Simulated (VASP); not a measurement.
A run of VASP 6.6.1:

INCAR

```
SYSTEM = MnS
PREC = Accurate ; ENCUT = 520
EDIFF = 1E-6 ; ISMEAR = 0
SIGMA = 0.05 ; LREAL = .False.
LASPH = .True. ; NELM = 80
ALGO = Normal ; ISIF = 2
LWAVE = .False. ; LCHARG = .True.
LELF = .True. ; LVHAR = .True.
NBANDS = 16
```

File KPOINTS:

```
Automatic mesh
0
Gamma
  10 10 10
  0 0 0
```

Contents of POSCAR:

```
MnS
1.0
    0.0000000000      2.8000000000      2.8000000000
    2.8000000000      0.0000000000      2.8000000000
    2.8000000000      2.8000000000      0.0000000000
Mn S
1 1
Direct
    0.0000000000      0.0000000000      0.0000000000
    0.7500000000      0.7500000000      0.7500000000
```

Potentials or basis: VASP PAW LDA potentials, release 64 (Mn_pv, S).

The run is started by

```sh
$ cat potpaw_LDA.64/Mn_pv/POTCAR potpaw_LDA.64/S/POTCAR > POTCAR
$ mpirun -np 1 vasp_std > vasp.out
```

Hardware: 1 thread of Intel(R) Xeon(R) Platinum 8259CL CPU @ 2.50GHz (Skylake/Cascade Lake), on a shared host.

**Question.** Estimate the wall time of this run.

**Answer.** Wall time 34 s on 1 thread of Intel(R) Xeon(R) Platinum 8259CL CPU @ 2.50GHz (Skylake/Cascade Lake), on a shared host, peak memory 0.16 GiB. Counts: scf iterations 14, k points 47.
